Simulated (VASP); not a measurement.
# Zn (Fm-3m) in VASP: notebook

Zn is run at these levels: PBE; tasks: single point.

Program: VASP 6.6.1. These are calculated values, not measurements. Logs are shortened: lines on timing, memory, paths and dates and some standing lists are left out, and cuts for length are marked.

## 1. The cell of the first run

The structure is cubic, space group Fm-3m (No. 225). Conventional cell: a = 3.722 Å, b = 3.722 Å, c = 3.722 Å, α = 90.00°, β = 90.00°, γ = 90.00°. Within 3.5 Å of Zn (site symmetry m-3m) lie 12 Zn at 2.63 Å.

## 2. Single point, PBE

INCAR reads:

```
  PREC = Accurate
  ENCUT = 520
  EDIFF = 1E-6
  ISMEAR = 0
  SIGMA = 0.05
  LREAL = False
  LASPH = True
  NELM = 80
  ALGO = Normal
  ISIF = 2
  LWAVE = False
  LCHARG = True
  GGA = PE
  LELF = True
  LVHAR = True
  NBANDS = 12
```

KPOINTS reads:

```
Automatic mesh
0
Gamma
  14 14 14
```

POSCAR reads:

```
Zn
1.0
    0.0000000000      1.8611698980      1.8611698980
    1.8611698980      0.0000000000      1.8611698980
    1.8611698980      1.8611698980      0.0000000000
Zn
1
Direct
    0.0000000000      0.0000000000      0.0000000000
```

Potentials or basis: VASP PAW PBE potentials, release 64 (Zn).

Launch:

```console
> cat potpaw_PBE.64/Zn/POTCAR > POTCAR
> mpirun -np 1 vasp_std > vasp.out
```

OUTCAR:

```text
PREC = Accurate
   ENCUT = 520
   EDIFF = 1E-6
   ISMEAR = 0
   LREAL = False
   LASPH = True
   NELM = 80
   ISIF = 2
   GGA = PE

 ion  position               nearest neighbor table
   1  0.000  0.000  0.000-

  LATTYP: Found a face centered cubic cell.
 ALAT       =     3.7223397960

  Lattice vectors:

 A1 = (   0.0000000000,   1.8611698980,   1.8611698980)
 A2 = (   1.8611698980,   0.0000000000,   1.8611698980)
 A3 = (   1.8611698980,   1.8611698980,   0.0000000000)

Analysis of symmetry for initial positions (statically):
=====================================================================
 Subroutine PRICEL returns:
 Original cell was already a primitive cell.

 Routine SETGRP: Setting up the symmetry group for a
 face centered cubic supercell.

 Subroutine GETGRP returns: Found 48 space group operations
 (whereof 48 operations were pure point group operations)
 out of a pool of 48 trial point group operations.

The static configuration has the point symmetry O_h .

Analysis of symmetry for dynamics (positions and initial velocities):
=====================================================================
 Subroutine PRICEL returns:
 Original cell was already a primitive cell.

 Routine SETGRP: Setting up the symmetry group for a
 face centered cubic supercell.

 Subroutine GETGRP returns: Found 48 space group operations
 (whereof 48 operations were pure point group operations)
 out of a pool of 48 trial point group operations.

The dynamic configuration has the point symmetry O_h .

 Subroutine INISYM returns: Found 48 space group operations
 (whereof 48 operations are pure point group operations),
 and found     1 'primitive' translations

----------------------------------------------------------------------------------------

                                     Primitive cell

  volume of cell :      12.8940

  direct lattice vectors                    reciprocal lattice vectors
     0.000000000  1.861169898  1.861169898    -0.268648231  0.268648231  0.268648231
     1.861169898  0.000000000  1.861169898     0.268648231 -0.268648231  0.268648231
     1.861169898  1.861169898  0.000000000     0.268648231  0.268648231 -0.268648231

  length of vectors
     2.632091712  2.632091712  2.632091712     0.465312385  0.465312385  0.465312385

  position of ions in fractional coordinates (direct lattice)
     0.000000000  0.000000000  0.000000000

  ion indices of the primitive-cell ions
   primitive index   ion index
                 1           1

----------------------------------------------------------------------------------------

 KPOINTS: Automatic mesh

Automatic generation of k-mesh.
 Grid dimensions read from file:
 generate k-points for:   14   14   14

 Generating k-lattice:

  Cartesian coordinates                     Fractional coordinates (reciprocal lattice)
    -0.019189159  0.019189159  0.019189159     0.071428571  0.000000000  0.000000000
     0.019189159 -0.019189159  0.019189159     0.000000000  0.071428571  0.000000000
     0.019189159  0.019189159 -0.019189159     0.000000000  0.000000000  0.071428571

  Length of vectors
     0.033236599  0.033236599  0.033236599

  Shift w.r.t. Gamma in fractional coordinates (k-lattice)
     0.000000000  0.000000000  0.000000000

 Subroutine IBZKPT returns following result:
 ===========================================

 Found    104 irreducible k-points:

 Following reciprocal coordinates:
            Coordinates               Weight
  0.000000  0.000000  0.000000      1.000000
  0.071429  0.000000  0.000000      8.000000
  0.142857  0.000000  0.000000      8.000000
  0.214286  0.000000  0.000000      8.000000
  0.285714  0.000000  0.000000      8.000000
  0.357143  0.000000  0.000000      8.000000
[... 16 lines left out ...]
  0.214286  0.142857  0.000000     24.000000
  0.285714  0.142857  0.000000     24.000000
 [... further k-points ...]
   k-points           NKPTS =    104   k-points in BZ     NKDIM =    104   number of bands    NBANDS=     12
   number of dos      NEDOS =    301   number of ions     NIONS =      1
   total plane-waves  NPLWV =   8000
   dimension x,y,z NGX =    20 NGY =   20 NGZ =   20
   dimension x,y,z NGXF=    40 NGYF=   40 NGZF=   40
   ions per type =               1
   NGX,Y,Z   is equivalent  to a cutoff of  12.63, 12.63, 12.63 a.u.
   NGXF,Y,Z  is equivalent  to a cutoff of  25.26, 25.26, 25.26 a.u.
 SYSTEM =  unknown system
   PREC   = accura    normal or accurate (medium, high low for compatibility)
   ISTART =      0    job   : 0-new  1-cont  2-samecut
   ICHARG =      2    charge: 1-file 2-atom 10-const
   ISPIN  =      1    spin polarized calculation?
   LNONCOLLINEAR =      F non collinear calculations
   LSORBIT =      F    spin-orbit coupling
   LASPH  =      T    aspherical Exc in radial PAW
   ENCUT  =  520.0 eV  38.22 Ry    6.18 a.u.   4.89  4.89  4.89*2*pi/ulx,y,z
   NELM   =     80;   NELMIN=  2; NELMDL= -5     # of ELM steps
   EDIFF  = 0.1E-05   stopping-criterion for ELM
   LREAL  =      F    real-space projection
   EDIFFG = 0.1E-04   stopping-criterion for IOM
   NSW    =      0    number of steps for IOM
   IBRION =     -1    ionic relax: 0-MD 1-quasi-New 2-CG
   NFREE  =      0    steps in history (QN), initial steepest desc. (CG)
   ISIF   =      2    stress and relaxation
   ISYM   =      2    0-nonsym 1-usesym 2-fastsym
   POTIM  = 0.5000    time-step for ionic-motion
   TEBEG  =    0.0;   TEEND  =   0.0 temperature during run
   PSTRESS=    0.0 pullay stress
   NELECT =      12.0000    total number of electrons
   NUPDOWN=      -1.0000    fix difference up-down
   EMIN   =  10.00;   EMAX   =-10.00  energy-range for DOS
   EFERMI =   0.00;   METHOD = LEGACY
   ISMEAR =     0;   SIGMA  =   0.05  broadening in eV -4-tet -1-fermi 0-gaus
   EFERMI_NEDOS =   21; number of points for ismear=-14 and -15
   IALGO  =     38    algorithm
   IMIX   =      4    mixing-type and parameters
     AMIX     =   0.40;   BMIX     =  1.00
     AMIX_MAG =   1.60;   BMIX_MAG =  1.00
  volume/ion in A,a.u.               =      12.89        87.01
  Fermi-wavevector in a.u.,A,eV,Ry     =   1.598352  3.020448 34.759221  2.554731
  Thomas-Fermi vector in A             =   2.695816
   LORBIT       =      0    0 simple, 1 ext, 2 COOP (PROOUT), +10 PAW based schemes
   GGA     = PE    functional components
   LHFCALC =     F    Hartree Fock is set to
   AEXX    =    0.0000 exact exchange contribution
   IVDW    =     0    specifies the selected vdW correction
   LEPSILON=     F    determine dielectric tensor
   LRPA    =     F    only Hartree local field effects (RPA)
 non-spin polarized calculation
 Gauss-broadening in eV      SIGMA  =   0.05
  energy-cutoff  :      520.00
  volume of cell :       12.89
 maximum number of plane-waves:       359
   NGX =  9   NGY =  9   NGZ =  9

 number of electron      11.9999986 magnetization

 Free energy of the ion-electron system (eV)
  ---------------------------------------------------
  ext. energy  EPLUGINS =         0.00000000
  ---------------------------------------------------
  free energy    TOTEN  =        -0.97946352 eV

  energy without entropy =       -0.97882418  energy(sigma->0) =       -0.97914385

 E-fermi :   4.3618     XC(G=0): -12.4546

 val. band max:        4.3609175106   @ k =  -0.3571   0.2857   0.1429
 cond. band min:       4.3930695959   @ k =  -0.3571   0.4286   0.1429
 fundamental gap:      0.0321520852
 Fermi energy:         4.3618381479

 k-point     1 :       0.0000    0.0000    0.0000
  band No.  band energies     occupation
      1      -7.3987      2.00000
      2      -3.7638      2.00000
      3      -3.7638      2.00000
      4      -3.7638      2.00000
      5      -3.2493      2.00000
      6      -3.2493      2.00000
      7      24.4813      0.00000
      8      24.9782      0.00000
      9      24.9782      0.00000
     10      24.9782      0.00000
     11      27.5584      0.00000
     12      27.5584      0.00000

 k-point     2 :       0.0714    0.0000    0.0000
  band No.  band energies     occupation
      1      -7.2262      2.00000
      2      -3.7825      2.00000
      3      -3.7407      2.00000
      4      -3.7407      2.00000
      5      -3.2563      2.00000
      6      -3.2563      2.00000
      7      21.8706      0.00000
      8      24.3816      0.00000
      9      24.3816      0.00000
     10      24.5775      0.00000
     11      28.4530      0.00000
     12      28.4530      0.00000

 k-point     3 :       0.1429    0.0000    0.0000
  band No.  band energies     occupation
      1      -6.7220      2.00000
      2      -3.8201      2.00000
      3      -3.6879      2.00000
      4      -3.6879      2.00000
      5      -3.2630      2.00000
      6      -3.2630      2.00000
      7      18.0090      0.00000
      8      23.4545      0.00000
      9      23.4545      0.00000
     10      24.4060      0.00000
     11      30.2680      0.00000
     12      30.2734      0.00000

 k-point     4 :       0.2143    0.0000    0.0000
  band No.  band energies     occupation
      1      -5.9522      2.00000
      2      -3.7977      2.00000
      3      -3.6545      2.00000
      4      -3.6545      2.00000
      5      -3.2267      2.00000
      6      -3.2267      2.00000
      7      14.3009      0.00000
      8      22.6813      0.00000
      9      22.6813      0.00000
     10      24.1040      0.00000
     11      29.4560      0.00000
     12      29.4560      0.00000

 k-point     5 :       0.2857    0.0000    0.0000
  band No.  band energies     occupation
      1      -5.1851      2.00000
      2      -3.6742      2.00000
      3      -3.6742      2.00000
      4      -3.4340      2.00000
      5      -3.1256      2.00000
      6      -3.1256      2.00000
      7      10.8434      0.00000
      8      22.1331      0.00000
      9      22.1331      0.00000
     10      23.7012      0.00000
     11      27.6810      0.00000
     12      27.6810      0.00000

 k-point     6 :       0.3571    0.0000    0.0000
  band No.  band energies     occupation
      1      -4.8607      2.00000
      2      -3.7201      2.00000
      3      -3.7201      2.00000
      4      -3.0024      2.00000
      5      -3.0024      2.00000
      6      -2.2886      2.00000
      7       7.6830      0.00000
      8      21.8048      0.00000
      9      21.8048      0.00000
     10      23.2969      0.00000
     11      26.3174      0.00000
     12      26.3174      0.00000

 k-point     7 :       0.4286    0.0000    0.0000
  band No.  band energies     occupation
      1      -4.8082      2.00000
      2      -3.7592      2.00000
      3      -3.7591      2.00000
      4      -2.9075      2.00000
      5      -2.9075      2.00000
      6      -0.5946      2.00000
      7       4.9109      0.00000
      8      21.6557      0.00000
      9      21.6557      0.00000
     10      23.0033      0.00000
     11      25.4382      0.00000
     12      25.4382      0.00000

 k-point     8 :       0.5000    0.0000    0.0000
  band No.  band energies     occupation
      1      -4.8063      2.00000
      2      -3.7739      2.00000
      3      -3.7739      2.00000
      4      -2.8723      2.00000
      5      -2.8723      2.00000
      6       0.7023      2.00000
      7       3.2684      2.00000
      8      21.6190      0.00000
      9      21.6190      0.00000
     10      22.8968      0.00000
     11      25.1299      0.00000
     12      25.1299      0.00000
[... 166 lines left out ...]
 k-point    20 :      -0.1429    0.0714    0.0000
  band No.  band energies     occupation
      1      -6.3437      2.00000
      2      -3.8682      2.00000
      3      -3.6457      2.00000
      4      -3.6427      2.00000
      5      -3.3274      2.00000
      6      -3.1807      2.00000
      7      16.8710      0.00000
      8      19.8482      0.00000
      9      25.2910      0.00000
     10      25.4507      0.00000
     11      28.4241      0.00000
     12      28.9338      0.00000

 k-point    21 :      -0.0714    0.0714    0.0000
  band No.  band energies     occupation
      1      -6.9426      2.00000
      2      -3.8206      2.00000
      3      -3.7082      2.00000
      4      -3.6932      2.00000
      5      -3.2957      2.00000
      6      -3.2320      2.00000
      7      20.4770      0.00000
      8      20.9861      0.00000
      9      25.2142      0.00000
     10      25.5206      0.00000
     11      27.8743      0.00000
     12      29.0772      0.00000

 k-point    22 :       0.1429    0.1429    0.0000
  band No.  band energies     occupation
      1      -6.4988      2.00000
      2      -3.9241      2.00000
      3      -3.6066      2.00000
      4      -3.6066      2.00000
      5      -3.3757      2.00000
      6      -3.1822      2.00000
      7      20.4114      0.00000
      8      20.4114      0.00000
      9      21.4357      0.00000
     10      22.8682      0.00000
     11      25.9188      0.00000
     12      32.5120      0.00000

 k-point    23 :       0.2143    0.1429    0.0000
  band No.  band energies     occupation
      1      -5.9262      2.00000
      2      -3.9951      2.00000
      3      -3.5684      2.00000
      4      -3.5362      2.00000
      5      -3.3412      2.00000
      6      -3.1413      2.00000
      7      17.1972      0.00000
      8      19.3491      0.00000
      9      21.3622      0.00000
     10      23.4245      0.00000
     11      23.8413      0.00000
     12      32.5394      0.00000

 k-point    24 :       0.2857    0.1429    0.0000
  band No.  band energies     occupation
      1      -5.1885      2.00000
      2      -4.0135      2.00000
      3      -3.6404      2.00000
      4      -3.5097      2.00000
      5      -3.0620      2.00000
      6      -3.0395      2.00000
      7      13.6292      0.00000
      8      18.6243      0.00000
      9      20.9791      0.00000
     10      21.4098      0.00000
     11      25.9541      0.00000
     12      31.9772      0.00000

 [... further k-points ...]
[... 5 lines left out ...]
  --------------------------------------------------------------------------------------
  -------------------------------------------------------------------------------------
  Total        1.4601722      1.4601722      1.4601722      0.0000000      0.0000000     -0.0000000
  in kB      181.4373134    181.4373134    181.4373134      0.0000000      0.0000000     -0.0000000
  external PRESSURE =     181.4373134 kB  Pullay stress =       0.0000000 kB

 VOLUME and BASIS-vectors are now :
 -----------------------------------------------------------------------------
  energy-cutoff  :      520.00
  volume of cell :       12.89
      direct lattice vectors                 reciprocal lattice vectors
     0.000000000  1.861169898  1.861169898    -0.268648231  0.268648231  0.268648231
     1.861169898  0.000000000  1.861169898     0.268648231 -0.268648231  0.268648231
     1.861169898  1.861169898  0.000000000     0.268648231  0.268648231 -0.268648231

 POSITION                                       TOTAL-FORCE (eV/Angst)
 -----------------------------------------------------------------------------------
      0.00000      0.00000      0.00000         0.000000      0.000000      0.000000
 -----------------------------------------------------------------------------------
    total drift:                                0.000000      0.000000     -0.000000

  FREE ENERGIE OF THE ION-ELECTRON SYSTEM (eV)
  ---------------------------------------------------
  free  energy   TOTEN  =        -0.9794635219 eV

  energy  without entropy=       -0.9788241789  energy(sigma->0) =       -0.97914385
```

Wall time 11 s (1 thread of Intel Xeon 6975P-C, shared host); peak memory 0.13 GiB.

What came out:

```yaml
Free_energy: -0.9795 eV
Pressure: 18.1 GPa
Band_gap_on_the_k_mesh: zero (band 6 reaches 5.85 eV, above the bottom of band 7 at 3.27 eV)
```

Levels at points of the mesh, in eV from the Fermi level:
| k point | band 3 | band 4 | band 5 | band 6 | band 7 | band 8 | band 9 | band 10 |
| --- | --- | --- | --- | --- | --- | --- | --- | --- |
| (0.00, 0.00, 0.00) | -8.13 | -8.13 | -7.61 | -7.61 | 20.12 | 20.62 | 20.62 | 20.62 |
| (0.50, 0.00, 0.00) | -8.14 | -7.23 | -7.23 | -3.66 | -1.09 | 17.26 | 17.26 | 18.53 |
| (0.50, 0.50, 0.00) | -7.25 | -7.14 | -7.14 | -1.46 | 2.35 | 9.27 | 9.27 | 13.19 |

## 3. Single point, PBE

This run uses another cell than the first one, of 15.17 Å³/atom, 1.176 times its volume.

INCAR reads:

```
SYSTEM = Zn
ALGO     = Normal         ! electronic algorithm
EDIFF    = 1E-6           ! SCF threshold, eV
ENCUT    = 520            ! plane-wave cutoff, eV
GGA      = PE             ! functional
ISIF     = 2              ! what is computed and relaxed
ISMEAR   = 0              ! smearing method
LASPH    = .TRUE.         ! aspherical terms in the spheres
LCHARG   = .TRUE.         ! write CHGCAR
LELF     = .TRUE.         ! ELF
LREAL    = .FALSE.        ! projectors in reciprocal space
LVHAR    = .TRUE.       
LWAVE    = .FALSE.        ! write WAVECAR
NBANDS   = 12             ! bands
NELM     = 80             ! most SCF steps
PREC     = Accurate       ! precision mode
SIGMA    = 0.05           ! smearing width, eV
```

KPOINTS reads:

```
k-points
0
G
  14 14 14
  0 0 0
```

POSCAR reads:

```
Zn
1.0
    0.0000000000      1.9647760000      1.9647760000
    1.9647760000      0.0000000000      1.9647760000
    1.9647760000      1.9647760000      0.0000000000
Zn
1
Direct
    0.0000000000      0.0000000000      0.0000000000
```

Potentials or basis: VASP PAW PBE potentials, release 64 (Zn).

Launch:

```console
> cat potpaw_PBE.64/Zn/POTCAR > POTCAR
> mpirun -np 1 vasp_std > vasp.out
```

It took 11 s on 1 thread of Intel Xeon 6975P-C, shared host; peak memory 0.14 GiB.

It converged, with:

```
Free energy            : -1.0934 eV
Pressure               : 0.5 GPa
Band gap on the k mesh : zero (band 6 reaches 4.56 eV, above the bottom of band 7 at 1.71 eV)
```

Levels at points of the mesh, in eV from the Fermi level:
```
           k point  band 3  band 4  band 5  band 6  band 7  band 8  band 9  band 10
(0.00, 0.00, 0.00)   -7.64   -7.64   -7.26   -7.26   18.24   18.24   18.24    18.87
(0.50, 0.00, 0.00)   -7.65   -6.98   -6.98   -2.92   -1.41   15.22   15.22    17.41
(0.50, 0.50, 0.00)   -6.99   -6.91   -6.91   -1.02    1.70    8.40    8.40    12.05
```

[end of part 1 of 2]
